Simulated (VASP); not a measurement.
MgAl2Sb2: single point with PBEsol

Crystal: MgAl2Sb2.

```
CELL_PARAMETERS angstrom
4.47765 0.00000 0.00000
-2.23882 3.87775 0.00000
0.00000 0.00000 6.89208
ATOMIC_POSITIONS crystal
Mg 0.00000 0.00000 0.00000
Al 0.66667 0.33333 0.37079
Al 0.33333 0.66667 0.62921
Sb 0.66667 0.33333 0.76969
Sb 0.33333 0.66667 0.23031
```

| Item | Value |
| --- | --- |
| Program | VASP 6.6.1 |
| Task | single point |
| Functional | PBEsol |
| Potentials or basis | VASP PAW PBE potentials, release 64 (Mg, Al, Sb) |
| Cutoff | 520 eV |
| k mesh | 6 × 6 × 4 |
| Occupations | fermi-dirac, width 0.15 eV |
| Spin | no spin polarisation |

```yaml
Pressure: 2.7 GPa
Largest_force: 0.298 eV/Å
Band_gap_on_the_k_mesh: zero (band 9 reaches 6.86 eV, above the bottom of band 10 at 5.84 eV)
```

Forces on the atoms (eV/Å):
```
Mg   0.000  0.000  0.000
Al   0.000  0.000 -0.076
Al   0.000  0.000  0.076
Sb   0.000  0.000  0.298
Sb   0.000  0.000 -0.298
```

Stress tensor (GPa, compression positive):
```
2.70 0.00 0.00
0.00 2.70 0.00
0.00 0.00 2.82
```

Levels at points of the mesh, in eV from the Fermi level:
```
           k point  band 6  band 7  band 8  band 9  band 10  band 11  band 12  band 13
(0.00, 0.00, 0.00)   -1.74   -1.39   -1.39   -0.89     0.08     1.23     1.23     2.15
(0.50, 0.00, 0.00)   -3.95   -3.91   -2.16   -1.46     0.53     1.13     1.29     3.61
(0.00, 0.00, 0.50)   -2.39   -1.82   -1.82   -1.33    -0.08     1.24     1.24     1.56
(0.50, 0.00, 0.50)   -3.13   -3.05   -2.68   -1.02    -0.78    -0.01     0.81     3.19
```

Wall time 24 s on 1 thread of Intel(R) Xeon(R) 6975P-C (Granite Rapids), with other jobs on the host, peak memory 0.27 GiB.

Caveat: the PAW data sets were made with another functional, which shifts forces and pressure a little; spin-orbit coupling is left out, which moves the levels of the heavy elements.
